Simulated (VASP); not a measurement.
# C8N in VASP: single point with PBE+D3(BJ)

Aim: the single point of C8N with PBE+D3(BJ).

Program: VASP 6.6.1. These are calculated values, not measurements. Logs are shortened: lines on timing, memory, paths and dates and some standing lists are left out, and cuts for length are marked.

## 1. The cell of the first run

The cell holds a slab with vacuum, 9 atoms: a = 2.466 Å, b = 2.465 Å, c = 29.199 Å, α = 90.00°, β = 90.00°, γ = 120.01°.

## 2. Single point, PBE+D3(BJ)

The input, INCAR:

```
PREC     = Accurate       # precision mode
ENCUT    = 520            # plane-wave cutoff, eV
EDIFF    = 1E-6           # SCF threshold, eV
ISMEAR   = 0              # smearing method
SIGMA    = 0.1            # smearing width, eV
LREAL    = F              # projectors in reciprocal space
LASPH    = T              # aspherical terms in the spheres
NELM     = 60             # most SCF steps
ALGO     = Normal         # electronic algorithm
ISIF     = 2              # what is computed and relaxed
LWAVE    = F              # write WAVECAR
LCHARG   = F              # write CHGCAR
LDIPOL   = T            
IDIPOL   = 3            
DIPOL    = 0.5 0.5 0.489
GGA      = PE             # functional
IVDW     = 12             # dispersion correction
NBANDS   = 28             # bands
```

The input, KPOINTS:

```
regular mesh
0
Gamma
  12 12 1
```

The input, POSCAR:

```
C8N
1.0
    2.4655379958      0.0000000000      0.0000000000
   -1.2327689979      2.1341461202      0.0000000000
    0.0000000000      0.0000000000     29.1985170553
C N
8 1
Direct
    0.0833101793      0.1666203587      0.2911106747
    0.4166898206      0.8333796413      0.2911106747
    0.5833101794      0.1666203587      0.4075389574
    0.9166898206      0.8333796413      0.4075389574
    0.0834193507      0.1667242756      0.5233517448
    0.4165806493      0.8332757244      0.5233517448
    0.5859059855      0.1639913595      0.6386940086
    0.9140940145      0.8360086405      0.6386940086
    0.7500000000      1.0000000000      0.6830008560
```

Potentials or basis: VASP PAW PBE potentials, release 64 (C, N).

Started as:

```console
> cat potpaw_PBE.64/C/POTCAR potpaw_PBE.64/N/POTCAR > POTCAR
> mpirun -np 1 vasp_std > vasp.out
```

OUTCAR:

```text
PREC = Accurate
   ENCUT = 520
   EDIFF = 1E-6
   ISMEAR = 0
   LREAL = F
   LASPH = T
   NELM = 60
   ISIF = 2
   GGA = PE
   IVDW = 12
 IVDW          = 12

 ion  position               nearest neighbor table
   1  0.083  0.167  0.291-   2 1.42   2 1.42   2 1.42
   2  0.417  0.833  0.291-   1 1.42   1 1.42   1 1.42
   3  0.583  0.167  0.408-   4 1.42   4 1.42   4 1.42
   4  0.917  0.833  0.408-   3 1.42   3 1.42   3 1.42
   5  0.083  0.167  0.523-   6 1.42   6 1.42   6 1.42
   6  0.417  0.833  0.523-   5 1.42   5 1.42   5 1.42
   7  0.586  0.164  0.639-   8 1.40   8 1.43   8 1.43   9 1.47
   8  0.914  0.836  0.639-   7 1.40   7 1.43   7 1.43   9 1.47
   9  0.750  0.000  0.683-   7 1.47   8 1.47

  Warning from LATTYP: Monoclinic adjustment (A1->A3, A2->A1, A3->A2)!
  LATTYP: Found a base centered orthorhombic cell.
 ALAT       =     2.4655379958
 B/A-ratio  =     1.7311808813
 C/A-ratio  =    11.8426554793

  Lattice vectors:

 A1 = (   1.2327689979,  -2.1341461202,   0.0000000000)
 A2 = (   1.2327689979,   2.1341461202,   0.0000000000)
 A3 = (   0.0000000000,   0.0000000000,  29.1985170553)

Analysis of symmetry for initial positions (statically):
=====================================================================
 Subroutine PRICEL returns:
 Original cell was already a primitive cell.

 Routine SETGRP: Setting up the symmetry group for a
 base centered orthorhombic supercell.

 Subroutine GETGRP returns: Found  2 space group operations
 (whereof  1 operations were pure point group operations)
 out of a pool of  8 trial point group operations.

The static configuration has the point symmetry C_1 .
 The point group associated with its full space group is C_2 .

Analysis of symmetry for dynamics (positions and initial velocities):
=====================================================================
 Subroutine PRICEL returns:
 Original cell was already a primitive cell.

 Routine SETGRP: Setting up the symmetry group for a
 base centered orthorhombic supercell.

 Subroutine GETGRP returns: Found  2 space group operations
 (whereof  1 operations were pure point group operations)
 out of a pool of  8 trial point group operations.

The dynamic configuration has the point symmetry C_1 .
 The point group associated with its full space group is C_2 .

 Subroutine INISYM returns: Found  2 space group operations
 (whereof  1 operations are pure point group operations),
 and found     1 'primitive' translations

----------------------------------------------------------------------------------------

                                     Primitive cell

  volume of cell :     153.6373

  direct lattice vectors                    reciprocal lattice vectors
     2.465537996  0.000000000  0.000000000     0.405590991  0.234285739  0.000000000
    -1.232768998  2.134146120  0.000000000     0.000000000  0.468571477  0.000000000
     0.000000000  0.000000000 29.198517055     0.000000000  0.000000000  0.034248315

  length of vectors
     2.465537996  2.464609313 29.198517055     0.468394982  0.468571477  0.034248315

  position of ions in fractional coordinates (direct lattice)
     0.083310179  0.166620359  0.291110675
     0.416689821  0.833379641  0.291110675
     0.583310179  0.166620359  0.407538957
     0.916689821  0.833379641  0.407538957
     0.083419351  0.166724276  0.523351745
     0.416580649  0.833275724  0.523351745
     0.585905985  0.163991360  0.638694009
     0.914094015  0.836008640  0.638694009
     0.750000000  0.000000000  0.683000856

  ion indices of the primitive-cell ions
   primitive index   ion index
                 1           1
                 2           2
                 3           3
                 4           4
                 5           5
                 6           6
                 7           7
                 8           8
                 9           9

----------------------------------------------------------------------------------------

 KPOINTS: regular mesh

Automatic generation of k-mesh.
 Grid dimensions read from file:
 generate k-points for:   12   12    1

 Generating k-lattice:

  Cartesian coordinates                     Fractional coordinates (reciprocal lattice)
     0.033799249  0.019523812  0.000000000     0.083333333 -0.000000000  0.000000000
     0.000000000  0.039047623  0.000000000     0.000000000  0.083333333  0.000000000
     0.000000000  0.000000000  0.034248315     0.000000000  0.000000000  1.000000000

  Length of vectors
     0.039032915  0.039047623  0.034248315

  Shift w.r.t. Gamma in fractional coordinates (k-lattice)
     0.000000000  0.000000000  0.000000000

 Subroutine IBZKPT returns following result:
 ===========================================

 Found     74 irreducible k-points:

 Following reciprocal coordinates:
            Coordinates               Weight
  0.000000  0.000000  0.000000      1.000000
  0.083333  0.000000  0.000000      2.000000
  0.083333 -0.083333  0.000000      2.000000
  0.166667  0.000000  0.000000      2.000000
  0.166667 -0.166667  0.000000      2.000000
  0.250000  0.000000  0.000000      2.000000
[... 16 lines left out ...]
  0.416667  0.083333  0.000000      2.000000
  0.416667  0.500000  0.000000      2.000000
 [... further k-points ...]
   k-points           NKPTS =     74   k-points in BZ     NKDIM =     74   number of bands    NBANDS=     28
   number of dos      NEDOS =    301   number of ions     NIONS =      9
   total plane-waves  NPLWV =  72576
   dimension x,y,z NGX =    18 NGY =   18 NGZ =  224
   dimension x,y,z NGXF=    36 NGYF=   36 NGZF=  448
   ions per type =               8   1
   NGX,Y,Z   is equivalent  to a cutoff of  12.14, 12.14, 12.75 a.u.
   NGXF,Y,Z  is equivalent  to a cutoff of  24.27, 24.28, 25.51 a.u.
 SYSTEM =  unknown system
   PREC   = accura    normal or accurate (medium, high low for compatibility)
   ISTART =      0    job   : 0-new  1-cont  2-samecut
   ICHARG =      2    charge: 1-file 2-atom 10-const
   ISPIN  =      1    spin polarized calculation?
   LNONCOLLINEAR =      F non collinear calculations
   LSORBIT =      F    spin-orbit coupling
   LASPH  =      T    aspherical Exc in radial PAW
   ENCUT  =  520.0 eV  38.22 Ry    6.18 a.u.   4.58  4.58 54.29*2*pi/ulx,y,z
   NELM   =     60;   NELMIN=  2; NELMDL= -5     # of ELM steps
   EDIFF  = 0.1E-05   stopping-criterion for ELM
   LREAL  =      F    real-space projection
   EDIFFG = 0.1E-04   stopping-criterion for IOM
   NSW    =      0    number of steps for IOM
   IBRION =     -1    ionic relax: 0-MD 1-quasi-New 2-CG
   NFREE  =      0    steps in history (QN), initial steepest desc. (CG)
   ISIF   =      2    stress and relaxation
   ISYM   =      2    0-nonsym 1-usesym 2-fastsym
   POTIM  = 0.5000    time-step for ionic-motion
   TEBEG  =    0.0;   TEEND  =   0.0 temperature during run
   PSTRESS=    0.0 pullay stress
   NELECT =      37.0000    total number of electrons
   NUPDOWN=      -1.0000    fix difference up-down
   EMIN   =  10.00;   EMAX   =-10.00  energy-range for DOS
   EFERMI =   0.00;   METHOD = LEGACY
   ISMEAR =     0;   SIGMA  =   0.10  broadening in eV -4-tet -1-fermi 0-gaus
   EFERMI_NEDOS =   21; number of points for ismear=-14 and -15
   IALGO  =     38    algorithm
   IMIX   =      4    mixing-type and parameters
     AMIX     =   0.40;   BMIX     =  1.00
     AMIX_MAG =   1.60;   BMIX_MAG =  1.00
  volume/ion in A,a.u.               =      17.07       115.20
  Fermi-wavevector in a.u.,A,eV,Ry     =   1.018536  1.924755 14.114905  1.037416
  Thomas-Fermi vector in A             =   2.151999
   LORBIT       =      0    0 simple, 1 ext, 2 COOP (PROOUT), +10 PAW based schemes
   GGA     = PE    functional components
   LHFCALC =     F    Hartree Fock is set to
   AEXX    =    0.0000 exact exchange contribution
   IVDW    =    12    specifies the selected vdW correction
   LEPSILON=     F    determine dielectric tensor
   LRPA    =     F    only Hartree local field effects (RPA)
 non-spin polarized calculation
 Gauss-broadening in eV      SIGMA  =   0.10
  energy-cutoff  :      520.00
  volume of cell :      153.64
 maximum number of plane-waves:      4190
   NGX =  9   NGY =  9   NGZ =109

 dipolmoment           0.000000      0.000000     -0.259621 electrons x Angstroem

 number of electron      36.9999992 magnetization

 dipolmoment           0.000000      0.000000      0.111176 electrons x Angstroem

 Free energy of the ion-electron system (eV)
  ---------------------------------------------------
  ext. energy  EPLUGINS =         0.00000000
  ---------------------------------------------------
  free energy    TOTEN  =       -77.56037661 eV

  energy without entropy =      -77.55460375  energy(sigma->0) =      -77.55749018

 E-fermi :  -0.8183     XC(G=0):  -5.5301

 val. band max:       -0.8253373607   @ k =   0.3333   0.3333   0.0000
 cond. band min:      -0.7932302140   @ k =   0.2500   0.5000   0.0000
 fundamental gap:      0.0321071467
 Fermi energy:        -0.8182627794

 k-point     1 :       0.0000    0.0000    0.0000
  band No.  band energies     occupation
      1     -24.0588      2.00000
      2     -20.4535      2.00000
      3     -20.3576      2.00000
      4     -20.2519      2.00000
      5     -14.7883      2.00000
      6      -9.0862      2.00000
[... 20 lines left out ...]
     27       7.4835      0.00000
     28       7.4906      0.00000

 k-point     2 :       0.0833    0.0000    0.0000
  band No.  band energies     occupation
      1     -23.9051      2.00000
      2     -20.2884      2.00000
      3     -20.1935      2.00000
      4     -20.0887      2.00000
      5     -14.6546      2.00000
      6      -8.8868      2.00000
[... 674 lines left out ...]
 k-point    24 :       0.4167    0.5000    0.0000
  band No.  band energies     occupation
      1     -20.0339      2.00000
      2     -15.9455      2.00000
      3     -15.5660      2.00000
      4     -15.5035      2.00000
      5     -15.4355      2.00000
      6     -13.4566      2.00000
[... 20 lines left out ...]
     27       7.3426      0.00000
     28       9.4693      0.00000

 [... further k-points ...]

------------------------ aborting loop because EDIFF is reached ----------------------------------------

 vacuum level on the upper side and lower side of the slab       (xc-potential included)         1.575        -2.197

 Edisp (eV)   -1.21543

 E8    (eV) :    -0.3502

  FORCE on cell =-STRESS in cart. coord.  units (eV):
  Direction    XX          YY          ZZ          XY          YZ          ZX
  --------------------------------------------------------------------------------------
  -------------------------------------------------------------------------------------
  Total      11.27603     6.69034     0.23641    -3.96537     0.00000     0.00000
  in kB     117.58997    69.76895     2.46536   -41.35206     0.00000     0.00000
  external pressure =       63.27 kB  Pullay stress =        0.00 kB

 VOLUME and BASIS-vectors are now :
 -----------------------------------------------------------------------------
  energy-cutoff  :      520.00
  volume of cell :      153.64
      direct lattice vectors                 reciprocal lattice vectors
     2.465537996  0.000000000  0.000000000     0.405590991  0.234285739  0.000000000
    -1.232768998  2.134146120  0.000000000     0.000000000  0.468571477  0.000000000
     0.000000000  0.000000000 29.198517055     0.000000000  0.000000000  0.034248315

 POSITION                                       TOTAL-FORCE (eV/Angst)
 -----------------------------------------------------------------------------------
     -0.00000      0.35559      8.50000         0.003087     -0.002447     -0.000207
     -0.00000      1.77855      8.50000        -0.003087      0.002447     -0.000207
      1.23277      0.35559     11.89953         0.002249      0.002635     -0.000635
      1.23277      1.77855     11.89953        -0.002249     -0.002635     -0.000635
      0.00014      0.35581     15.28109         0.001973      0.001317     -0.000088
     -0.00014      1.77833     15.28109        -0.001973     -0.001317     -0.000088
      1.24241      0.34998     18.64892        -0.096588      0.054124     -0.109425
      1.22313      1.78416     18.64892         0.096588     -0.054124     -0.109425
      1.84915      0.00000     19.94261        -0.000000      0.000000      0.220709
 -----------------------------------------------------------------------------------
    total drift:                               -0.000000     -0.000000      0.000147

  FREE ENERGIE OF THE ION-ELECTRON SYSTEM (eV)
  ---------------------------------------------------
  free  energy   TOTEN  =       -78.7758094979 eV

  energy  without entropy=      -78.7700366333  energy(sigma->0) =      -78.77292307

 vacuum level on the upper side and lower side of the slab         7.016         3.203
```

It took 4.2 min on 1 thread of AMD EPYC 9R45 (Zen 5), shared host; peak memory 0.39 GiB.

What came out:

* Free energy: -78.7758 eV
* Largest force: 0.221 eV/Å
* Band gap on the k mesh: zero (an odd number of electrons rules out a gap without spin polarisation)
* Dispersion energy per atom: -0.135 eV

Forces in eV/Å, atoms in the order of the input:
```
C    0.003 -0.002  0.000
C   -0.003  0.002  0.000
C    0.002  0.003 -0.001
C   -0.002 -0.003 -0.001
C    0.002  0.001  0.000
C   -0.002 -0.001  0.000
C   -0.097  0.054 -0.109
C    0.097 -0.054 -0.109
N    0.000  0.000  0.221
```
